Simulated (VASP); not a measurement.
SnO, 4 atoms in the cell. The structure is orthorhombic, space group Pmn2_1 (No. 31). The conventional cell has a = 3.355 Å, b = 5.674 Å, c = 4.222 Å, α = 90.00°, β = 90.00°, γ = 90.00°. Sn (site symmetry m) has 3 O at 2.15 to 2.16 Å within 2.8 Å. O (site symmetry m) has 3 Sn at 2.15 to 2.16 Å within 2.8 Å. 

| Property | Result |
| --- | --- |
| Program | VASP 6.6.1 |
| Task | single point |
| Functional | PBEsol |
| Potentials or basis | VASP PAW PBE potentials, release 64 (Sn_d, O_h) |
| Cutoff | 1340 eV |
| k mesh | 4 × 4 × 4 |
| Occupations | gaussian, width 0.01 eV |
| Spin | no spin polarisation |
| Dipole correction | no |
| Further INCAR settings | ALGO = Normal; EDIFF = 1e-06; NBANDS = 28 |

Potentials or basis: VASP PAW PBE potentials, release 64 (Sn_d, O_h).

Run with:

```sh
$ cat potpaw_PBE.64/Sn_d/POTCAR potpaw_PBE.64/O_h/POTCAR > POTCAR
$ mpirun -np 1 vasp_std > vasp.out
```

Hardware: 1 thread of AMD EPYC 7R13 Processor (Zen 3), on a shared host.

Task: Estimate the wall time of this run.

Result: It took 3 min on 1 thread of AMD EPYC 7R13 Processor (Zen 3), on a shared host, peak memory 0.45 GiB. Counts: scf iterations 14, k points 27.
